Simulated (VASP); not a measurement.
# Ca (Fm-3m) in VASP: notebook, part 2 of 3

VASP 6.6.1. The steps go on from the part before.

## Step 3: Single point, r2SCAN

This run uses another cell than the first one, of 42.62 Å³/atom.

Contents of POSCAR:

```
Ca
1.0
    0.0000000000      2.7725183276      2.7725183276
    2.7725183276      0.0000000000      2.7725183276
    2.7725183276      2.7725183276      0.0000000000
Ca
1
Direct
    0.0000000000      0.0000000000      0.0000000000
```

Contents of INCAR.step1:

```
SYSTEM = Ca
PREC     = Accurate       ! precision mode
ENCUT    = 520            ! plane-wave cutoff, eV
ISMEAR   = -1             ! smearing method
SIGMA    = 0.1            ! smearing width, eV
LREAL    = .False.        ! projectors in reciprocal space
LASPH    = .True.         ! aspherical terms in the spheres
NELM     = 80             ! most SCF steps
NBANDS   = 11             ! bands
GGA      = PE             ! functional
ALGO     = Normal         ! electronic algorithm
EDIFF    = 1E-4           ! SCF threshold, eV
LWAVE    = .True.         ! write WAVECAR
LCHARG   = .False.        ! write CHGCAR
```

Contents of INCAR.step2:

```
SYSTEM = Ca
PREC     = Accurate       ! precision mode
ENCUT    = 520            ! plane-wave cutoff, eV
EDIFF    = 1E-7           ! SCF threshold, eV
ISMEAR   = -1             ! smearing method
SIGMA    = 0.1            ! smearing width, eV
LREAL    = .False.        ! projectors in reciprocal space
LASPH    = .True.         ! aspherical terms in the spheres
NELM     = 80             ! most SCF steps
ALGO     = Normal         ! electronic algorithm
ISIF     = 2              ! what is computed and relaxed
LWAVE    = .False.        ! write WAVECAR
LCHARG   = .True.         ! write CHGCAR
METAGGA  = R2SCAN         ! meta-GGA
LMIXTAU  = .True.       
LELF     = .True.         ! ELF
LVHAR    = .True.       
NBANDS   = 11             ! bands
ISTART   = 1
```

Contents of KPOINTS:

```
Automatic mesh
0
Gamma
  11 11 11
  0 0 0
```

Potentials or basis: VASP PAW PBE potentials, release 64 (Ca_sv).

Launch:

```bash
> cat potpaw_PBE.64/Ca_sv/POTCAR > POTCAR
> cp INCAR.step1 INCAR
> mpirun -np 1 vasp_std > vasp.out
> cp INCAR.step2 INCAR
> mpirun -np 1 vasp_std > vasp.out
```

OUTCAR:

```text
SYSTEM = Ca
   PREC = Accurate
   ENCUT = 520
   EDIFF = 1E-7
   ISMEAR = -1
   LREAL = .False.
   LASPH = .True.
   NELM = 80
   ISIF = 2
   METAGGA = R2SCAN
   ISTART = 1

 ion  position               nearest neighbor table
   1  0.000  0.000  0.000-

  LATTYP: Found a face centered cubic cell.
 ALAT       =     5.5450366552

  Lattice vectors:

 A1 = (   0.0000000000,   2.7725183276,   2.7725183276)
 A2 = (   2.7725183276,   0.0000000000,   2.7725183276)
 A3 = (   2.7725183276,   2.7725183276,   0.0000000000)

Analysis of symmetry for initial positions (statically):
=====================================================================
 Subroutine PRICEL returns:
 Original cell was already a primitive cell.

 Routine SETGRP: Setting up the symmetry group for a
 face centered cubic supercell.

 Subroutine GETGRP returns: Found 48 space group operations
 (whereof 48 operations were pure point group operations)
 out of a pool of 48 trial point group operations.

The static configuration has the point symmetry O_h .

Analysis of symmetry for dynamics (positions and initial velocities):
=====================================================================
 Subroutine PRICEL returns:
 Original cell was already a primitive cell.

 Routine SETGRP: Setting up the symmetry group for a
 face centered cubic supercell.

 Subroutine GETGRP returns: Found 48 space group operations
 (whereof 48 operations were pure point group operations)
 out of a pool of 48 trial point group operations.

The dynamic configuration has the point symmetry O_h .

 Subroutine INISYM returns: Found 48 space group operations
 (whereof 48 operations are pure point group operations),
 and found     1 'primitive' translations

----------------------------------------------------------------------------------------

                                     Primitive cell

  volume of cell :      42.6239

  direct lattice vectors                    reciprocal lattice vectors
     0.000000000  2.772518328  2.772518328    -0.180341459  0.180341459  0.180341459
     2.772518328  0.000000000  2.772518328     0.180341459 -0.180341459  0.180341459
     2.772518328  2.772518328  0.000000000     0.180341459  0.180341459 -0.180341459

  length of vectors
     3.920933021  3.920933021  3.920933021     0.312360570  0.312360570  0.312360570

  position of ions in fractional coordinates (direct lattice)
     0.000000000  0.000000000  0.000000000

  ion indices of the primitive-cell ions
   primitive index   ion index
                 1           1

----------------------------------------------------------------------------------------

 KPOINTS: Automatic mesh

Automatic generation of k-mesh.
 Grid dimensions read from file:
 generate k-points for:   11   11   11

 Generating k-lattice:

  Cartesian coordinates                     Fractional coordinates (reciprocal lattice)
    -0.016394678  0.016394678  0.016394678     0.090909091  0.000000000  0.000000000
     0.016394678 -0.016394678  0.016394678     0.000000000  0.090909091  0.000000000
     0.016394678  0.016394678 -0.016394678     0.000000000  0.000000000  0.090909091

  Length of vectors
     0.028396415  0.028396415  0.028396415

  Shift w.r.t. Gamma in fractional coordinates (k-lattice)
     0.000000000  0.000000000  0.000000000

 Subroutine IBZKPT returns following result:
 ===========================================

 Found     56 irreducible k-points:

 Following reciprocal coordinates:
            Coordinates               Weight
  0.000000  0.000000  0.000000      1.000000
  0.090909  0.000000  0.000000      8.000000
  0.181818  0.000000  0.000000      8.000000
  0.272727  0.000000  0.000000      8.000000
  0.363636  0.000000  0.000000      8.000000
  0.454545  0.000000  0.000000      8.000000
[... 16 lines left out ...]
 -0.272727  0.181818  0.000000     24.000000
 -0.181818  0.181818  0.000000     12.000000
 [... further k-points ...]
   k-points           NKPTS =     56   k-points in BZ     NKDIM =     56   number of bands    NBANDS=     11
   number of dos      NEDOS =    301   number of ions     NIONS =      1
   total plane-waves  NPLWV =  27000
   dimension x,y,z NGX =    30 NGY =   30 NGZ =   30
   dimension x,y,z NGXF=    60 NGYF=   60 NGZF=   60
   ions per type =               1
   NGX,Y,Z   is equivalent  to a cutoff of  12.72, 12.72, 12.72 a.u.
   NGXF,Y,Z  is equivalent  to a cutoff of  25.44, 25.44, 25.44 a.u.
 SYSTEM =  Ca
   PREC   = accura    normal or accurate (medium, high low for compatibility)
   ISTART =      1    job   : 0-new  1-cont  2-samecut
   ICHARG =      0    charge: 1-file 2-atom 10-const
   ISPIN  =      1    spin polarized calculation?
   LNONCOLLINEAR =      F non collinear calculations
   LSORBIT =      F    spin-orbit coupling
   LASPH  =      T    aspherical Exc in radial PAW
   ENCUT  =  520.0 eV  38.22 Ry    6.18 a.u.   7.29  7.29  7.29*2*pi/ulx,y,z
   NELM   =     80;   NELMIN=  2; NELMDL=  0     # of ELM steps
   EDIFF  = 0.1E-06   stopping-criterion for ELM
   LREAL  =      F    real-space projection
   EDIFFG = 0.1E-05   stopping-criterion for IOM
   NSW    =      0    number of steps for IOM
   IBRION =     -1    ionic relax: 0-MD 1-quasi-New 2-CG
   NFREE  =      0    steps in history (QN), initial steepest desc. (CG)
   ISIF   =      2    stress and relaxation
   ISYM   =      2    0-nonsym 1-usesym 2-fastsym
   POTIM  = 0.5000    time-step for ionic-motion
   TEBEG  =    0.0;   TEEND  =   0.0 temperature during run
   PSTRESS=    0.0 pullay stress
   NELECT =      10.0000    total number of electrons
   NUPDOWN=      -1.0000    fix difference up-down
   EMIN   =  10.00;   EMAX   =-10.00  energy-range for DOS
   EFERMI =   0.00;   METHOD = LEGACY
   ISMEAR =    -1;   SIGMA  =   0.10  broadening in eV -4-tet -1-fermi 0-gaus
   EFERMI_NEDOS =   21; number of points for ismear=-14 and -15
   IALGO  =     38    algorithm
   IMIX   =      4    mixing-type and parameters
     AMIX     =   0.40;   BMIX     =  1.00
     AMIX_MAG =   1.60;   BMIX_MAG =  1.00
  volume/ion in A,a.u.               =      42.62       287.64
  Fermi-wavevector in a.u.,A,eV,Ry     =   1.009695  1.908048 13.870935  1.019485
  Thomas-Fermi vector in A             =   2.142639
   LORBIT       =      0    0 simple, 1 ext, 2 COOP (PROOUT), +10 PAW based schemes
   METAGGA = R2SCAN    functional components
   LHFCALC =     F    Hartree Fock is set to
   AEXX    =    0.0000 exact exchange contribution
   IVDW    =     0    specifies the selected vdW correction
   LEPSILON=     F    determine dielectric tensor
   LRPA    =     F    only Hartree local field effects (RPA)
 non-spin polarized calculation
  energy-cutoff  :      520.00
  volume of cell :       42.62
 maximum number of plane-waves:      1167
 NGX is ok and might be reduce to    30
   NGX = 15   NGY = 15   NGZ = 15

 number of electron       9.9999999 magnetization

 Free energy of the ion-electron system (eV)
  ---------------------------------------------------
  ext. energy  EPLUGINS =         0.00000000
  ---------------------------------------------------
  free energy    TOTEN  =        -7.05012477 eV

  energy without entropy =       -7.01408295  energy(sigma->0) =       -7.03210386

 E-fermi :   1.9605     XC(G=0):  -8.1863

 val. band max:        1.9193866619   @ k =   0.4545   0.0000   0.0000
 cond. band min:       1.9801526495   @ k =  -0.3636   0.3636   0.0909
 fundamental gap:      0.0607659877
 Fermi energy:         1.9605256043

 k-point     1 :       0.0000    0.0000    0.0000
  band No.  band energies     occupation
      1     -41.8353      2.00000
      2     -21.8651      2.00000
      3     -21.8651      2.00000
      4     -21.8651      2.00000
      5      -2.3124      2.00000
      6       4.6553      0.00000
      7       4.6554      0.00000
      8       4.6554      0.00000
      9       5.7749      0.00000
     10       5.7749      0.00000
     11      11.5187      0.00000
[... 309 lines left out ...]
 k-point    24 :      -0.1818    0.1818    0.0000
  band No.  band energies     occupation
      1     -41.8261      2.00000
      2     -21.9430      2.00000
      3     -21.8978      2.00000
      4     -21.8749      2.00000
      5      -0.8216      2.00000
      6       3.5045      0.00000
      7       4.3390      0.00000
      8       5.1567      0.00000
      9       5.2528      0.00000
     10       6.2734      0.00000
     11       9.9561      0.00000

 [... further k-points ...]

------------------------ aborting loop because EDIFF is reached ----------------------------------------

  FORCE on cell =-STRESS in cart. coord.  units (eV):
  Direction    XX          YY          ZZ          XY          YZ          ZX
  --------------------------------------------------------------------------------------
  -------------------------------------------------------------------------------------
  Total        0.0750767      0.0750767      0.0750767     -0.0000000     -0.0000000      0.0000000
  in kB        2.8220371      2.8220371      2.8220371     -0.0000000     -0.0000000      0.0000000
  external PRESSURE =       2.8220371 kB  Pullay stress =       0.0000000 kB

 VOLUME and BASIS-vectors are now :
 -----------------------------------------------------------------------------
  energy-cutoff  :      520.00
  volume of cell :       42.62
      direct lattice vectors                 reciprocal lattice vectors
     0.000000000  2.772518328  2.772518328    -0.180341459  0.180341459  0.180341459
     2.772518328  0.000000000  2.772518328     0.180341459 -0.180341459  0.180341459
     2.772518328  2.772518328  0.000000000     0.180341459  0.180341459 -0.180341459

 POSITION                                       TOTAL-FORCE (eV/Angst)
 -----------------------------------------------------------------------------------
      0.00000      0.00000      0.00000         0.000000     -0.000000      0.000000
 -----------------------------------------------------------------------------------
    total drift:                               -0.000000     -0.000000     -0.000000

  FREE ENERGIE OF THE ION-ELECTRON SYSTEM (eV)
  ---------------------------------------------------
  free  energy   TOTEN  =        -7.0501247732 eV

  energy  without entropy=       -7.0140829517  energy(sigma->0) =       -7.03210386
```

Wall time 54 s (1 thread of AMD EPYC 9R45 (Zen 5), shared host); peak memory 0.15 GiB.

What came out:

```
Free energy            : -7.0501 eV
Pressure               : 0.3 GPa
Band gap on the k mesh : zero (bands 5 and 6 overlap by 0.41 eV)
```

Caveat: the PAW data sets were made with another functional, which shifts forces and pressure a little.

## Step 4: Single point, r2SCAN

This run uses another cell than the first one, of 42.62 Å³/atom.

POSCAR is that of step 3.

Contents of INCAR.step1:

```
ALGO = Normal
EDIFF = 1E-4
ENCUT = 520
GGA = PE
ISMEAR = -1
LASPH = True
LCHARG = False
LREAL = False
LWAVE = True
NBANDS = 11
NELM = 80
PREC = Accurate
SIGMA = 0.1
```

Contents of INCAR.step2:

```
ALGO = Normal
EDIFF = 1E-7
ENCUT = 520
ISIF = 2
ISMEAR = -1
ISTART = 1
LASPH = True
LCHARG = True
LELF = True
LMIXTAU = True
LREAL = False
LVHAR = True
LWAVE = False
METAGGA = R2SCAN
NBANDS = 11
NELM = 80
PREC = Accurate
SIGMA = 0.1
```

Contents of KPOINTS:

```
k-points
0
Gamma
  11 11 11
```

Launch:

```bash
> cat potpaw_PBE.64/Ca_sv/POTCAR > POTCAR
> cp INCAR.step1 INCAR
> mpirun -np 1 vasp_std > vasp.out
> cp INCAR.step2 INCAR
> mpirun -np 1 vasp_std > vasp.out
```

It took 70 s on 1 thread of AMD EPYC 9R45 (Zen 5), shared host; peak memory 0.15 GiB.

It converged, with:

```
Free energy            : -7.0501 eV
Pressure               : 0.3 GPa
Band gap on the k mesh : zero (bands 5 and 6 overlap by 0.41 eV)
```

Levels at points of the mesh, in eV from the Fermi level:
```
           k point  band 2  band 3  band 4  band 5  band 6  band 7  band 8  band 9
(0.00, 0.00, 0.00)  -23.83  -23.83  -23.83   -4.27    2.69    2.69    2.69    3.81
```

Caveat: the PAW data sets were made with another functional, which shifts forces and pressure a little.

## Step 5: Single point, r2SCAN

This run uses another cell than the first one, of 43.89 Å³/atom.

Contents of POSCAR:

```
Ca
1.0
    0.0000000000      2.7997016133      2.7997016133
    2.7997016133      0.0000000000      2.7997016133
    2.7997016133      2.7997016133      0.0000000000
Ca
1
Direct
    0.0000000000      0.0000000000      0.0000000000
```

Contents of INCAR.step1:

```
SYSTEM = Ca
  PREC = Accurate
  ENCUT = 520
  ISMEAR = -1
  SIGMA = 0.1
  LREAL = .False.
  LASPH = .True.
  NELM = 60
  NBANDS = 11
  GGA = PE
  ALGO = Normal
  EDIFF = 1E-4
  LWAVE = .True.
  LCHARG = .False.
```

Contents of INCAR.step2:

```
SYSTEM = Ca
  PREC = Accurate
  ENCUT = 520
  EDIFF = 1E-6
  ISMEAR = -1
  SIGMA = 0.1
  LREAL = .False.
  LASPH = .True.
  NELM = 60
  ALGO = Normal
  ISIF = 2
  LWAVE = .False.
  LCHARG = .False.
  METAGGA = R2SCAN
  LMIXTAU = .True.
  NBANDS = 11
  ISTART = 1
```

Contents of KPOINTS:

```
regular mesh
0
Gamma
  11 11 11
  0 0 0
```

Potentials or basis: VASP PAW PBE potentials, release 64 (Ca_sv).

Launch:

```bash
> cat potpaw_PBE.64/Ca_sv/POTCAR > POTCAR
> cp INCAR.step1 INCAR
> mpirun -np 1 vasp_std > vasp.out
> cp INCAR.step2 INCAR
> mpirun -np 1 vasp_std > vasp.out
```

OUTCAR:

```text
SYSTEM = Ca
   PREC = Accurate
   ENCUT = 520
   EDIFF = 1E-6
   ISMEAR = -1
   LREAL = .False.
   LASPH = .True.
   NELM = 60
   ISIF = 2
   METAGGA = R2SCAN
   ISTART = 1

 ion  position               nearest neighbor table
   1  0.000  0.000  0.000-

  LATTYP: Found a face centered cubic cell.
 ALAT       =     5.5994032266

  Lattice vectors:

 A1 = (   0.0000000000,   2.7997016133,   2.7997016133)
[... 514 lines left out ...]
      9       5.0792      0.00000
     10       6.0641      0.00000
     11       9.6413      0.00000

 [... further k-points ...]

------------------------ aborting loop because EDIFF is reached ----------------------------------------

  FORCE on cell =-STRESS in cart. coord.  units (eV):
  Direction    XX          YY          ZZ          XY          YZ          ZX
  --------------------------------------------------------------------------------------
  -------------------------------------------------------------------------------------
  Total       -0.0672574     -0.0672574     -0.0672574     -0.0000000     -0.0000000      0.0000000
  in kB       -2.4551905     -2.4551905     -2.4551905     -0.0000000     -0.0000000      0.0000000
  external PRESSURE =      -2.4551905 kB  Pullay stress =       0.0000000 kB

 VOLUME and BASIS-vectors are now :
 -----------------------------------------------------------------------------
  energy-cutoff  :      520.00
  volume of cell :       43.89
      direct lattice vectors                 reciprocal lattice vectors
     0.000000000  2.799701613  2.799701613    -0.178590460  0.178590460  0.178590460
     2.799701613  0.000000000  2.799701613     0.178590460 -0.178590460  0.178590460
     2.799701613  2.799701613  0.000000000     0.178590460  0.178590460 -0.178590460

 POSITION                                       TOTAL-FORCE (eV/Angst)
 -----------------------------------------------------------------------------------
      0.00000      0.00000      0.00000         0.000000      0.000000      0.000000
 -----------------------------------------------------------------------------------
    total drift:                               -0.000000     -0.000000     -0.000000

  FREE ENERGIE OF THE ION-ELECTRON SYSTEM (eV)
  ---------------------------------------------------
  free  energy   TOTEN  =        -7.0506845148 eV

  energy  without entropy=       -7.0144681207  energy(sigma->0) =       -7.03257632
```

OUTCAR.step1:

```text
SYSTEM = Ca
   PREC = Accurate
   ENCUT = 520
   ISMEAR = -1
   LREAL = .False.
   LASPH = .True.
[... 555 lines left out ...]
 -----------------------------------------------------------------------------------
      0.00000      0.00000      0.00000         0.000000      0.000000      0.000000
 -----------------------------------------------------------------------------------
    total drift:                               -0.000000     -0.000000     -0.000000

  FREE ENERGIE OF THE ION-ELECTRON SYSTEM (eV)
  ---------------------------------------------------
  free  energy   TOTEN  =        -1.9479741560 eV

  energy  without entropy=       -1.9077723818  energy(sigma->0) =       -1.92787327
```

OSZICAR.step1:

```text
N       E                     dE             d eps       ncg     rms          rms(c)
DAV:   1     0.654408301331E+02    0.65441E+02   -0.49527E+03  1232   0.807E+02
DAV:   2    -0.362260598785E+00   -0.65803E+02   -0.65160E+02  1337   0.207E+02
DAV:   3    -0.188039110896E+01   -0.15181E+01   -0.14989E+01  1814   0.304E+01
DAV:   4    -0.195499605688E+01   -0.74605E-01   -0.74322E-01  1612   0.518E+00
DAV:   5    -0.195599340503E+01   -0.99735E-03   -0.99716E-03  1721   0.584E-01    0.223E+00
DAV:   6    -0.194972222417E+01    0.62712E-02   -0.11022E-02  1542   0.114E+00    0.137E+00
DAV:   7    -0.194840274613E+01    0.13195E-02   -0.16981E-02  1388   0.152E+00    0.103E-01
DAV:   8    -0.194796253287E+01    0.44021E-03   -0.19430E-03  1460   0.417E-01    0.212E-02
DAV:   9    -0.194797415596E+01   -0.11623E-04   -0.89024E-05  1332   0.794E-02
   1 F= -.19479742E+01 E0= -.19278733E+01  d E =-.402018E-01
```

Run time: 69 s. Hardware: 1 thread of AMD EPYC 9R45 (Zen 5), shared host; peak memory 0.15 GiB.

Results:

```
Free energy            : -7.0507 eV
Pressure               : -0.2 GPa
Band gap on the k mesh : zero (bands 5 and 6 overlap by 0.44 eV)
```

Caveat: the PAW data sets were made with another functional, which shifts forces and pressure a little.

(Part 2 of 3 ends here.)
